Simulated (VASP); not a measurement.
# NaYPb4 (P4/mmm) in VASP: single point with PBE

Aim: the single point of NaYPb4 with PBE.

Everything below comes from runs of VASP 6.6.1. Logs are shortened: lines on timing, memory, paths and dates and some standing lists are left out, and cuts for length are marked.

### Step 1. The cell of the first run

It takes space group P4/mmm (No. 123, tetragonal). Conventional cell: a = 5.929 Å, b = 5.929 Å, c = 8.718 Å, α = 90.00°, β = 90.00°, γ = 90.00°. Na (site symmetry 4/mmm) has 16 Pb at 4.43 to 5.27 Å within 5.8 Å. Within 3.9 Å of Y (site symmetry 4/mmm) lie 6 Pb at 2.94 to 2.96 Å. Within 3.9 Å of Pb (site symmetry mmm) lie 2 Y at 2.96 Å. Pb (site symmetry 4mm) has 1 Pb at 2.83 Å and 1 Y at 2.94 Å within 3.7 Å.

### Step 2. Single point, PBE

Input file INCAR:

```
SYSTEM = NaYPb4
PREC     = Accurate       ! precision mode
ENCUT    = 520            ! plane-wave cutoff, eV
EDIFF    = 1E-7           ! SCF threshold, eV
ISMEAR   = 0              ! smearing method
SIGMA    = 0.1            ! smearing width, eV
LREAL    = .FALSE.        ! projectors in reciprocal space
LASPH    = .TRUE.         ! aspherical terms in the spheres
NELM     = 80             ! most SCF steps
ALGO     = Fast           ! electronic algorithm
ISIF     = 2              ! what is computed and relaxed
LWAVE    = .FALSE.        ! write WAVECAR
LCHARG   = .TRUE.         ! write CHGCAR
GGA      = PE             ! functional
LELF     = .TRUE.         ! ELF
LVHAR    = .TRUE.       
NBANDS   = 46             ! bands
```

Input file KPOINTS:

```
Automatic mesh
0
G
  4 4 2
  0 0 0
```

Input file POSCAR:

```
NaYPb4
1.0
    5.9286249539      0.0000000000      0.0000000000
    0.0000000000      5.9286249539      0.0000000000
    0.0000000000      0.0000000000      8.7179770233
Na Y Pb
1 1 4
Direct
    0.5000000000      0.5000000000      0.5000000000
    0.0000000000      0.0000000000      0.0000000000
    0.5000000000      0.0000000000      0.0000000000
    0.0000000000      0.5000000000      0.0000000000
    0.0000000000      0.0000000000      0.3374476841
    0.0000000000      0.0000000000      0.6625523159
```

Potentials or basis: VASP PAW PBE potentials, release 64 (Na_pv, Y_sv, Pb_d).

Launch:

```
$ cat potpaw_PBE.64/Na_pv/POTCAR potpaw_PBE.64/Y_sv/POTCAR potpaw_PBE.64/Pb_d/POTCAR > POTCAR
$ mpirun -np 1 vasp_std > vasp.out
```

OUTCAR:

```text
SYSTEM = NaYPb4
   PREC = Accurate
   ENCUT = 520
   EDIFF = 1E-7
   ISMEAR = 0
   LREAL = .FALSE.
   LASPH = .TRUE.
   NELM = 80
   ISIF = 2
   GGA = PE

 ion  position               nearest neighbor table
   1  0.500  0.500  0.500-
   2  0.000  0.000  0.000-   5 2.94   6 2.94   3 2.96   4 2.96   4 2.96   3 2.96
   3  0.500  0.000  0.000-   2 2.96   2 2.96
   4  0.000  0.500  0.000-   2 2.96   2 2.96
   5  0.000  0.000  0.337-   6 2.83   2 2.94
   6  0.000  0.000  0.663-   5 2.83   2 2.94

  LATTYP: Found a simple tetragonal cell.
 ALAT       =     5.9286249539
 C/A-ratio  =     1.4704888724

  Lattice vectors:

 A1 = (   5.9286249539,   0.0000000000,   0.0000000000)
 A2 = (   0.0000000000,   5.9286249539,   0.0000000000)
 A3 = (   0.0000000000,   0.0000000000,   8.7179770233)

Analysis of symmetry for initial positions (statically):
=====================================================================
 Subroutine PRICEL returns:
 Original cell was already a primitive cell.

 Routine SETGRP: Setting up the symmetry group for a
 simple tetragonal supercell.

 Subroutine GETGRP returns: Found 16 space group operations
 (whereof 16 operations were pure point group operations)
 out of a pool of 16 trial point group operations.

The static configuration has the point symmetry D_4h.

Analysis of symmetry for dynamics (positions and initial velocities):
=====================================================================
 Subroutine PRICEL returns:
 Original cell was already a primitive cell.

 Routine SETGRP: Setting up the symmetry group for a
 simple tetragonal supercell.

 Subroutine GETGRP returns: Found 16 space group operations
 (whereof 16 operations were pure point group operations)
 out of a pool of 16 trial point group operations.

The dynamic configuration has the point symmetry D_4h.

 Subroutine INISYM returns: Found 16 space group operations
 (whereof 16 operations are pure point group operations),
 and found     1 'primitive' translations

----------------------------------------------------------------------------------------

                                     Primitive cell

  volume of cell :     306.4246

  direct lattice vectors                    reciprocal lattice vectors
     5.928624954  0.000000000  0.000000000     0.168673176  0.000000000  0.000000000
     0.000000000  5.928624954  0.000000000     0.000000000  0.168673176  0.000000000
     0.000000000  0.000000000  8.717977023     0.000000000  0.000000000  0.114705510

  length of vectors
     5.928624954  5.928624954  8.717977023     0.168673176  0.168673176  0.114705510

  position of ions in fractional coordinates (direct lattice)
     0.500000000  0.500000000  0.500000000
     0.000000000  0.000000000  0.000000000
     0.500000000  0.000000000  0.000000000
     0.000000000  0.500000000  0.000000000
     0.000000000  0.000000000  0.337447684
     0.000000000  0.000000000  0.662552316

  ion indices of the primitive-cell ions
   primitive index   ion index
                 1           1
                 2           2
                 3           3
                 4           4
                 5           5
                 6           6

----------------------------------------------------------------------------------------

 KPOINTS: Automatic mesh

Automatic generation of k-mesh.
 Grid dimensions read from file:
 generate k-points for:    4    4    2

 Generating k-lattice:

  Cartesian coordinates                     Fractional coordinates (reciprocal lattice)
     0.042168294  0.000000000  0.000000000     0.250000000  0.000000000  0.000000000
     0.000000000  0.042168294  0.000000000     0.000000000  0.250000000  0.000000000
     0.000000000  0.000000000  0.057352755     0.000000000  0.000000000  0.500000000

  Length of vectors
     0.042168294  0.042168294  0.057352755

  Shift w.r.t. Gamma in fractional coordinates (k-lattice)
     0.000000000  0.000000000  0.000000000

 Subroutine IBZKPT returns following result:
 ===========================================

 Found     12 irreducible k-points:

 Following reciprocal coordinates:
            Coordinates               Weight
  0.000000  0.000000  0.000000      1.000000
  0.250000  0.000000  0.000000      4.000000
  0.500000  0.000000  0.000000      2.000000
  0.250000  0.250000  0.000000      4.000000
  0.500000  0.250000  0.000000      4.000000
  0.500000  0.500000  0.000000      1.000000
  0.000000  0.000000  0.500000      1.000000
  0.250000  0.000000  0.500000      4.000000
  0.500000  0.000000  0.500000      2.000000
  0.250000  0.250000  0.500000      4.000000
  0.500000  0.250000  0.500000      4.000000
  0.500000  0.500000  0.500000      1.000000
   k-points           NKPTS =     12   k-points in BZ     NKDIM =     12   number of bands    NBANDS=     46
   number of dos      NEDOS =    301   number of ions     NIONS =      6
   total plane-waves  NPLWV = 161280
   dimension x,y,z NGX =    48 NGY =   48 NGZ =   70
   dimension x,y,z NGXF=    96 NGYF=   96 NGZF=  140
   ions per type =               1   1   4
   NGX,Y,Z   is equivalent  to a cutoff of  13.46, 13.46, 13.35 a.u.
   NGXF,Y,Z  is equivalent  to a cutoff of  26.92, 26.92, 26.70 a.u.
 SYSTEM =  NaYPb4
   PREC   = accura    normal or accurate (medium, high low for compatibility)
   ISTART =      0    job   : 0-new  1-cont  2-samecut
   ICHARG =      2    charge: 1-file 2-atom 10-const
   ISPIN  =      1    spin polarized calculation?
   LNONCOLLINEAR =      F non collinear calculations
   LSORBIT =      F    spin-orbit coupling
   LASPH  =      T    aspherical Exc in radial PAW
   ENCUT  =  520.0 eV  38.22 Ry    6.18 a.u.  11.02 11.02 16.21*2*pi/ulx,y,z
   NELM   =     80;   NELMIN=  2; NELMDL= -5     # of ELM steps
   EDIFF  = 0.1E-06   stopping-criterion for ELM
   LREAL  =      F    real-space projection
   EDIFFG = 0.1E-05   stopping-criterion for IOM
   NSW    =      0    number of steps for IOM
   IBRION =     -1    ionic relax: 0-MD 1-quasi-New 2-CG
   NFREE  =      0    steps in history (QN), initial steepest desc. (CG)
   ISIF   =      2    stress and relaxation
   ISYM   =      2    0-nonsym 1-usesym 2-fastsym
   POTIM  = 0.5000    time-step for ionic-motion
   TEBEG  =    0.0;   TEEND  =   0.0 temperature during run
   PSTRESS=    0.0 pullay stress
   NELECT =      74.0000    total number of electrons
   NUPDOWN=      -1.0000    fix difference up-down
   EMIN   =  10.00;   EMAX   =-10.00  energy-range for DOS
   EFERMI =   0.00;   METHOD = LEGACY
   ISMEAR =     0;   SIGMA  =   0.10  broadening in eV -4-tet -1-fermi 0-gaus
   EFERMI_NEDOS =   21; number of points for ismear=-14 and -15
   IALGO  =     68    algorithm
   IMIX   =      4    mixing-type and parameters
     AMIX     =   0.40;   BMIX     =  1.00
     AMIX_MAG =   1.60;   BMIX_MAG =  1.00
  volume/ion in A,a.u.               =      51.07       344.64
  Fermi-wavevector in a.u.,A,eV,Ry     =   1.019477  1.926533 14.140994  1.039334
  Thomas-Fermi vector in A             =   2.152993
   LORBIT       =      0    0 simple, 1 ext, 2 COOP (PROOUT), +10 PAW based schemes
   GGA     = PE    functional components
   LHFCALC =     F    Hartree Fock is set to
   AEXX    =    0.0000 exact exchange contribution
   IVDW    =     0    specifies the selected vdW correction
   LEPSILON=     F    determine dielectric tensor
   LRPA    =     F    only Hartree local field effects (RPA)
 non-spin polarized calculation
 RMM-DIIS sequential band-by-band and
 Gauss-broadening in eV      SIGMA  =   0.10
  energy-cutoff  :      520.00
  volume of cell :      306.42
 maximum number of plane-waves:      8288
 NGX is ok and might be reduce to    48
   NGX = 23   NGY = 23   NGZ = 33

 number of electron      73.9999987 magnetization

 Free energy of the ion-electron system (eV)
  ---------------------------------------------------
  ext. energy  EPLUGINS =         0.00000000
  ---------------------------------------------------
  free energy    TOTEN  =       -19.85516331 eV

  energy without entropy =      -19.84535102  energy(sigma->0) =      -19.85025716

 E-fermi :   1.6870     XC(G=0):  -7.1229

 val. band max:        1.5746059710   @ k =   0.5000   0.0000   0.5000
 cond. band min:       1.7573747596   @ k =   0.5000   0.2500   0.0000
 fundamental gap:      0.1827687886
 Fermi energy:         1.6869791372

 k-point     1 :       0.0000    0.0000    0.0000
  band No.  band energies     occupation
      1     -40.4006      2.00000
      2     -24.2158      2.00000
      3     -24.2042      2.00000
      4     -24.2042      2.00000
      5     -20.6148      2.00000
      6     -20.4856      2.00000
[... 38 lines left out ...]
     45       5.3713      0.00000
     46       5.5920      0.00000

 k-point     2 :       0.2500    0.0000    0.0000
  band No.  band energies     occupation
      1     -40.4004      2.00000
      2     -24.2158      2.00000
      3     -24.2042      2.00000
      4     -24.2042      2.00000
      5     -20.6156      2.00000
      6     -20.5119      2.00000
[... 38 lines left out ...]
     45       5.1855      0.00000
     46       5.5693      0.00000

 k-point     3 :       0.5000    0.0000    0.0000
  band No.  band energies     occupation
      1     -40.4001      2.00000
      2     -24.2158      2.00000
      3     -24.2042      2.00000
      4     -24.2042      2.00000
      5     -20.6165      2.00000
      6     -20.5378      2.00000
[... 38 lines left out ...]
     45       5.2864      0.00000
     46       5.6043      0.00000

 k-point     4 :       0.2500    0.2500    0.0000
  band No.  band energies     occupation
      1     -40.4001      2.00000
      2     -24.2158      2.00000
      3     -24.2042      2.00000
      4     -24.2042      2.00000
      5     -20.6165      2.00000
      6     -20.5128      2.00000
[... 38 lines left out ...]
     45       4.8710      0.00000
     46       5.2454      0.00000

 k-point     5 :       0.5000    0.2500    0.0000
  band No.  band energies     occupation
      1     -40.3999      2.00000
      2     -24.2158      2.00000
      3     -24.2042      2.00000
      4     -24.2042      2.00000
      5     -20.6173      2.00000
      6     -20.5387      2.00000
[... 38 lines left out ...]
     45       5.2594      0.00000
     46       5.6674      0.00000

 k-point     6 :       0.5000    0.5000    0.0000
  band No.  band energies     occupation
      1     -40.3996      2.00000
      2     -24.2158      2.00000
      3     -24.2042      2.00000
      4     -24.2042      2.00000
      5     -20.6182      2.00000
      6     -20.5395      2.00000
[... 38 lines left out ...]
     45       5.3999      0.00000
     46       5.4895      0.00000

 k-point     7 :       0.0000    0.0000    0.5000
  band No.  band energies     occupation
      1     -40.4006      2.00000
      2     -24.2158      2.00000
      3     -24.2042      2.00000
      4     -24.2042      2.00000
      5     -20.6179      2.00000
      6     -20.4855      2.00000
[... 38 lines left out ...]
     45       4.2873      0.00000
     46       4.4011      0.00000

 k-point     8 :       0.2500    0.0000    0.5000
  band No.  band energies     occupation
      1     -40.4004      2.00000
      2     -24.2158      2.00000
      3     -24.2042      2.00000
      4     -24.2042      2.00000
      5     -20.6188      2.00000
      6     -20.5119      2.00000
[... 38 lines left out ...]
     45       4.3005      0.00000
     46       5.0611      0.00000

 k-point     9 :       0.5000    0.0000    0.5000
  band No.  band energies     occupation
      1     -40.4001      2.00000
      2     -24.2158      2.00000
      3     -24.2042      2.00000
      4     -24.2042      2.00000
      5     -20.6196      2.00000
      6     -20.5378      2.00000
[... 38 lines left out ...]
     45       4.3552      0.00000
     46       5.5212      0.00000

 k-point    10 :       0.2500    0.2500    0.5000
  band No.  band energies     occupation
      1     -40.4001      2.00000
      2     -24.2158      2.00000
      3     -24.2042      2.00000
      4     -24.2042      2.00000
      5     -20.6196      2.00000
      6     -20.5128      2.00000
[... 38 lines left out ...]
     45       4.5534      0.00000
     46       4.8125      0.00000

 k-point    11 :       0.5000    0.2500    0.5000
  band No.  band energies     occupation
      1     -40.3999      2.00000
      2     -24.2158      2.00000
      3     -24.2042      2.00000
      4     -24.2042      2.00000
      5     -20.6205      2.00000
      6     -20.5387      2.00000
[... 38 lines left out ...]
     45       4.3025      0.00000
     46       5.3652      0.00000

 k-point    12 :       0.5000    0.5000    0.5000
  band No.  band energies     occupation
      1     -40.3996      2.00000
      2     -24.2158      2.00000
      3     -24.2042      2.00000
      4     -24.2042      2.00000
      5     -20.6213      2.00000
      6     -20.5395      2.00000
[... 38 lines left out ...]
     45       5.0525      0.00000
     46       5.3614      0.00000

------------------------ aborting loop because EDIFF is reached ----------------------------------------

  FORCE on cell =-STRESS in cart. coord.  units (eV):
  Direction    XX          YY          ZZ          XY          YZ          ZX
  --------------------------------------------------------------------------------------
  -------------------------------------------------------------------------------------
  Total       -0.1922485     -0.1922485     -0.0535657      0.0000000      0.0000000     -0.0000000
  in kB       -1.0051938     -1.0051938     -0.2800748      0.0000000      0.0000000     -0.0000000
  external PRESSURE =      -0.7634875 kB  Pullay stress =       0.0000000 kB

 VOLUME and BASIS-vectors are now :
 -----------------------------------------------------------------------------
  energy-cutoff  :      520.00
  volume of cell :      306.42
      direct lattice vectors                 reciprocal lattice vectors
     5.928624954  0.000000000  0.000000000     0.168673176  0.000000000  0.000000000
     0.000000000  5.928624954  0.000000000     0.000000000  0.168673176  0.000000000
     0.000000000  0.000000000  8.717977023     0.000000000  0.000000000  0.114705510

 POSITION                                       TOTAL-FORCE (eV/Angst)
 -----------------------------------------------------------------------------------
      2.96431      2.96431      4.35899         0.000000     -0.000000      0.000000
      0.00000      0.00000      0.00000         0.000000     -0.000000      0.000000
      2.96431      0.00000      0.00000         0.000000     -0.000000      0.000000
      0.00000      2.96431      0.00000         0.000000     -0.000000      0.000000
      0.00000      0.00000      2.94186         0.000000     -0.000000     -0.005145
      0.00000      0.00000      5.77612        -0.000000      0.000000      0.005145
 -----------------------------------------------------------------------------------
    total drift:                                0.000000     -0.000000      0.000000

  FREE ENERGIE OF THE ION-ELECTRON SYSTEM (eV)
  ---------------------------------------------------
  free  energy   TOTEN  =       -19.8551633062 eV

  energy  without entropy=      -19.8453510206  energy(sigma->0) =      -19.85025716
```

Run time: 15 min. Hardware: 1 thread of Intel Xeon Platinum 8259CL at 2.50GHz (Skylake/Cascade Lake), shared host; peak memory 0.51 GiB.

Results:

```yaml
Free_energy: -19.8552 eV
Pressure: -0.1 GPa
Largest_force: 0.005 eV/Å
Band_gap_on_the_k_mesh: zero (band 37 reaches 2.32 eV, above the bottom of band 38 at 0.82 eV)
```

Forces in eV/Å, atoms in the order of the input:
```
Na   0.000  0.000  0.000
Y    0.000  0.000  0.000
Pb   0.000  0.000  0.000
Pb   0.000  0.000  0.000
Pb   0.000  0.000 -0.005
Pb   0.000  0.000  0.005
```

Caveat: the k points lie up to 0.36 Å⁻¹ apart; spin-orbit coupling is left out, which moves the levels of the heavy elements.
